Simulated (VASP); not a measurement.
Tl:

```
Tl
1.0
     3.53456    0.00000    0.00000
    -1.76728    3.06102    0.00000
     0.00000    0.00000    5.47338
Tl
2
Direct
  0.33333 0.66667 0.25000
  0.66667 0.33333 0.75000
```

- Program: VASP 6.6.1
- Task: relaxation of cell and atoms
- Functional: PBEsol
- Potentials or basis: VASP PAW PBE potentials, release 64 (Tl_d)
- Cutoff: 600 eV
- k mesh: 15 × 15 × 8
- Occupations: gaussian, width 0.1 eV
- Spin: no spin polarisation

At the start: pressure -1.1 GPa; volume 29.61 Å³/atom.

How do energy, volume and symmetry change on relaxing?

Over 8 steps the energy falls by 3.5 meV/atom and the volume is 28.67 Å³/atom (-3.2 %); space group P6_3/mmc (No. 194, to 0.1 Å) before and after.

Step by step:
```csv
step,energy change (eV),largest force (eV/Å),pressure (GPa),volume (Å³)
1,0.0000,0.0000,-1.12,59.22
2,-0.0070,0.0000,-0.11,57.46
3,-0.0071,0.0000,0.01,57.28
4,-0.0070,0.0000,-0.03,57.32
5,-0.0071,0.0000,-0.02,57.32
6,-0.0071,0.0000,-0.02,57.33
7,-0.0071,0.0000,-0.02,57.33
8,-0.0071,0.0000,-0.02,57.33
```

Final structure:
```cif
data_structure
_symmetry_space_group_name_H-M 'P 1'
_symmetry_Int_Tables_number 1
_cell_length_a 3.5034
_cell_length_b 3.5034
_cell_length_c 5.3937
_cell_angle_alpha 90.000
_cell_angle_beta 90.000
_cell_angle_gamma 120.000
_cell_volume 57.33
loop_
_atom_site_label
_atom_site_type_symbol
_atom_site_fract_x
_atom_site_fract_y
_atom_site_fract_z
_atom_site_occupancy
Tl1 Tl 0.33333 0.66667 0.25000 1
Tl2 Tl 0.66667 0.33333 0.75000 1
```

Caveat: the PAW data sets were made with another functional, which shifts forces and pressure a little.
